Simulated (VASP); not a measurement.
# BN (I-4m2) in VASP: a series of runs, part 2 of 2

VASP 6.6.1. The steps go on from the part before.

## Step 4: Single point, r2SCAN (strain +0.0450 x Voigt [0, 0, 1, 0, 0, 0])

Contents of POSCAR:

```
BN
1.0
    0.0000000000      1.8048137558      1.8860303748
    1.8048137558      0.0000000000      1.8860303748
    1.8048137558      1.8048137558      0.0000000000
B N
1 1
Direct
    0.0000000000      0.0000000000      0.0000000000
    0.7500000000      0.7500000000      0.7500000000
```

Contents of INCAR.step1:

```
PREC     = Accurate       # precision mode
ENCUT    = 1460           # plane-wave cutoff, eV
ISMEAR   = 0              # smearing method
SIGMA    = 0.05           # smearing width, eV
LREAL    = False          # projectors in reciprocal space
LASPH    = True           # aspherical terms in the spheres
NELM     = 120            # most SCF steps
NBANDS   = 11             # bands
GGA      = PE             # functional
ALGO     = Normal         # electronic algorithm
EDIFF    = 1E-5           # SCF threshold, eV
LWAVE    = True           # write WAVECAR
LCHARG   = False          # write CHGCAR
GGA_COMPAT= False
```

Contents of INCAR.step2:

```
PREC     = Accurate       # precision mode
ENCUT    = 1460           # plane-wave cutoff, eV
EDIFF    = 1E-6           # SCF threshold, eV
ISMEAR   = 0              # smearing method
SIGMA    = 0.05           # smearing width, eV
LREAL    = False          # projectors in reciprocal space
LASPH    = True           # aspherical terms in the spheres
NELM     = 120            # most SCF steps
ALGO     = Normal         # electronic algorithm
ISIF     = 2              # what is computed and relaxed
LWAVE    = False          # write WAVECAR
LCHARG   = False          # write CHGCAR
METAGGA  = R2SCAN         # meta-GGA
LMIXTAU  = True         
NBANDS   = 11             # bands
ISTART   = 1            
GGA_COMPAT= False
```

Contents of KPOINTS:

```
regular mesh
0
Gamma
  12 12 12
```

Potentials or basis: VASP PAW PBE potentials, release 64 (B_h, N_h).

The run is started by

```console
$ cat potpaw_PBE.64/B_h/POTCAR potpaw_PBE.64/N_h/POTCAR > POTCAR
$ cp INCAR.step1 INCAR
$ mpirun -np 1 vasp_std > vasp.out
$ cp INCAR.step2 INCAR
$ mpirun -np 1 vasp_std > vasp.out
```

OUTCAR:

```text
PREC = Accurate
   ENCUT = 1460
   EDIFF = 1E-6
   ISMEAR = 0
   LREAL = False
   LASPH = True
   NELM = 120
   ISIF = 2
   METAGGA = R2SCAN
   ISTART = 1

 ion  position               nearest neighbor table
   1  0.000  0.000  0.000-
   2  0.750  0.750  0.750-

  LATTYP: Found a body centered tetragonal cell.
 ALAT       =     2.5523920910
 C/A-ratio  =     1.4778531727

  Lattice vectors:

 A1 = (  -1.8048137558,   0.0000000000,   1.8860303748)
 A2 = (   1.8048137558,   0.0000000000,   1.8860303748)
 A3 = (   0.0000000000,   1.8048137558,  -1.8860303748)

Analysis of symmetry for initial positions (statically):
=====================================================================
 Subroutine PRICEL returns:
 Original cell was already a primitive cell.

 Routine SETGRP: Setting up the symmetry group for a
 body centered tetragonal supercell.

 Subroutine GETGRP returns: Found  8 space group operations
 (whereof  8 operations were pure point group operations)
 out of a pool of 16 trial point group operations.

The static configuration has the point symmetry D_2d.

Analysis of symmetry for dynamics (positions and initial velocities):
=====================================================================
 Subroutine PRICEL returns:
 Original cell was already a primitive cell.

 Routine SETGRP: Setting up the symmetry group for a
 body centered tetragonal supercell.

 Subroutine GETGRP returns: Found  8 space group operations
 (whereof  8 operations were pure point group operations)
 out of a pool of 16 trial point group operations.

The dynamic configuration has the point symmetry D_2d.

 Subroutine INISYM returns: Found  8 space group operations
 (whereof  8 operations are pure point group operations),
 and found     1 'primitive' translations

----------------------------------------------------------------------------------------

                                     Primitive cell

[... 117 lines left out ...]
   AEXX    =    0.0000 exact exchange contribution
   IVDW    =     0    specifies the selected vdW correction
   LEPSILON=     F    determine dielectric tensor
   LRPA    =     F    only Hartree local field effects (RPA)
 non-spin polarized calculation
 Gauss-broadening in eV      SIGMA  =   0.05
  energy-cutoff  :     1460.00
  volume of cell :       12.29
 maximum number of plane-waves:      1580
 NGX is ok and might be reduce to    36
   NGX = 17   NGY = 17   NGZ = 15

 number of electron       8.0000000 magnetization

 Free energy of the ion-electron system (eV)
  ---------------------------------------------------
  ext. energy  EPLUGINS =         0.00000000
  ---------------------------------------------------
  free energy    TOTEN  =       -19.14428977 eV

  energy without entropy =      -19.14428977  energy(sigma->0) =      -19.14428977

 E-fermi :   8.7693     XC(G=0): -13.5470

 val. band max:        8.5392637760   @ k =   0.0000   0.0000   0.0000
 cond. band min:      13.0860318293   @ k =   0.5000   0.0000   0.5000
 fundamental gap:      4.5467680533
 Fermi energy:         8.7692836384

 k-point     1 :       0.0000    0.0000    0.0000
  band No.  band energies     occupation
      1     -12.4475      2.00000
      2       8.0750      2.00000
      3       8.5392      2.00000
      4       8.5393      2.00000
      5      17.6477      0.00000
      6      17.6478      0.00000
      7      17.9660      0.00000
      8      18.7547      0.00000
      9      33.7607      0.00000
     10      35.2491      0.00000
     11      36.2649      0.00000
[... 309 lines left out ...]
 k-point    24 :      -0.4167    0.1667    0.0000
  band No.  band energies     occupation
      1      -7.9740      2.00000
      2      -1.6801      2.00000
      3       3.8519      2.00000
      4       6.2131      2.00000
      5      18.7035      0.00000
      6      20.4878      0.00000
      7      21.3360      0.00000
      8      24.6102      0.00000
      9      30.6242      0.00000
     10      34.5217      0.00000
     11      35.6966      0.00000

 [... further k-points ...]

------------------------ aborting loop because EDIFF is reached ----------------------------------------

  FORCE on cell =-STRESS in cart. coord.  units (eV):
  Direction    XX          YY          ZZ          XY          YZ          ZX
  --------------------------------------------------------------------------------------
  -------------------------------------------------------------------------------------
  Total       -0.5045340     -0.5045340     -2.7322995      0.0000000     -0.0000000      0.0000000
  in kB      -65.7896458    -65.7896458   -356.2832581      0.0000000     -0.0000000      0.0000000
  external PRESSURE =    -162.6208499 kB  Pullay stress =       0.0000000 kB

 VOLUME and BASIS-vectors are now :
 -----------------------------------------------------------------------------
  energy-cutoff  :     1460.00
  volume of cell :       12.29
      direct lattice vectors                 reciprocal lattice vectors
     0.000000000  1.804813756  1.886030375    -0.277036896  0.277036896  0.265107077
     1.804813756  0.000000000  1.886030375     0.277036896 -0.277036896  0.265107077
     1.804813756  1.804813756  0.000000000     0.277036896  0.277036896 -0.265107077

 POSITION                                       TOTAL-FORCE (eV/Angst)
 -----------------------------------------------------------------------------------
      0.00000      0.00000      0.00000        -0.000000     -0.000000      0.000000
      2.70722      2.70722      2.82905         0.000000      0.000000     -0.000000
 -----------------------------------------------------------------------------------
    total drift:                                0.000585      0.000585     -0.001585

  FREE ENERGIE OF THE ION-ELECTRON SYSTEM (eV)
  ---------------------------------------------------
  free  energy   TOTEN  =       -19.1442897709 eV

  energy  without entropy=      -19.1442897709  energy(sigma->0) =      -19.14428977
```

OSZICAR.step1:

```text
N       E                     dE             d eps       ncg     rms          rms(c)
DAV:   1     0.302250448522E+02    0.30225E+02   -0.83521E+03  3586   0.160E+03
DAV:   2    -0.162925420452E+02   -0.46518E+02   -0.43928E+02  4842   0.216E+02
DAV:   3    -0.183009552496E+02   -0.20084E+01   -0.20019E+01  4350   0.391E+01
DAV:   4    -0.183083623510E+02   -0.74071E-02   -0.74065E-02  3966   0.276E+00
DAV:   5    -0.183083913867E+02   -0.29036E-04   -0.29036E-04  4156   0.177E-01    0.585E+00
DAV:   6    -0.174894933170E+02    0.81890E+00   -0.30092E+00  3679   0.945E+00    0.225E+00
DAV:   7    -0.174384592542E+02    0.51034E-01   -0.11076E-01  4108   0.281E+00    0.122E+00
DAV:   8    -0.174272760116E+02    0.11183E-01   -0.36348E-02  4005   0.137E+00    0.141E-01
DAV:   9    -0.174275049827E+02   -0.22897E-03   -0.25187E-03  3820   0.325E-01    0.711E-02
DAV:  10    -0.174275656009E+02   -0.60618E-04   -0.24007E-04  4067   0.132E-01    0.128E-02
DAV:  11    -0.174275724321E+02   -0.68312E-05   -0.22167E-05  4100   0.426E-02
   1 F= -.17427572E+02 E0= -.17427572E+02  d E =-.571930E-18
```

It took 4.4 min on 1 thread of AMD EPYC 7R13 (Zen 3), shared host; peak memory 0.23 GiB.

What came out:

| Quantity | Value |
| --- | --- |
| Free energy | -19.1443 eV |
| Pressure | -16.3 GPa |
| Band gap on the k mesh | 4.55 eV (least direct gap 9.11 eV) |

Levels at points of the mesh, in eV from the valence-band top:
```tsv
k point	band 2	band 3	band 4	band 5	band 6	band 7
(0.00, 0.00, 0.00)	-0.46	0.00	0.00	9.11	9.11	9.43
(0.50, 0.00, 0.00)	-10.86	-2.44	-1.74	9.60	11.35	11.35
(0.50, 0.50, 0.00)	-9.63	-4.64	-4.64	5.31	10.13	18.40
(0.50, 0.00, 0.50)	-9.00	-5.24	-5.22	4.55	9.08	18.12
```

Caveat: the cell differs from its parent crystal (strain +0.0450 x Voigt [0, 0, 1, 0, 0, 0]); the stress differs along the axes, from -36 to -7 GPa; the PAW data sets were made with another functional, which shifts forces and pressure a little. A k mesh can miss the band edges.

## Step 5: The runs side by side

```csv
cell,gap on the mesh (eV),pressure (GPa)
"a = 2.591, b = 2.591, c = 2.552 Å, angles 60.5, 60.5, 59.0°, 2 atoms",4.69,-11.4
"a = 2.572, b = 2.572, c = 2.552 Å, angles 60.2, 60.2, 59.5°, 2 atoms",4.84,-6.1
"a = 2.610, b = 2.610, c = 2.552 Å, angles 60.7, 60.7, 58.5°, 2 atoms",4.55,-16.3
```

Alike in all rows: task single point; level r2SCAN; potentials or basis VASP PAW PBE potentials, release 64 (B_h, N_h); no spin polarisation; k mesh 12 × 12 × 12; cutoff (eV) 1460; smearing gaussian 0.05 eV.

Caveats: the PAW data sets were made with another functional, which shifts forces and pressure a little; the stress differs along the axes, from -24 to -5 GPa (at least some runs); the stress differs along the axes, from -13 to -3 GPa (at least some runs); the stress differs along the axes, from -36 to -7 GPa (at least some runs).

Total energies depend on the potentials used, so only differences within one code and one set of settings carry meaning.
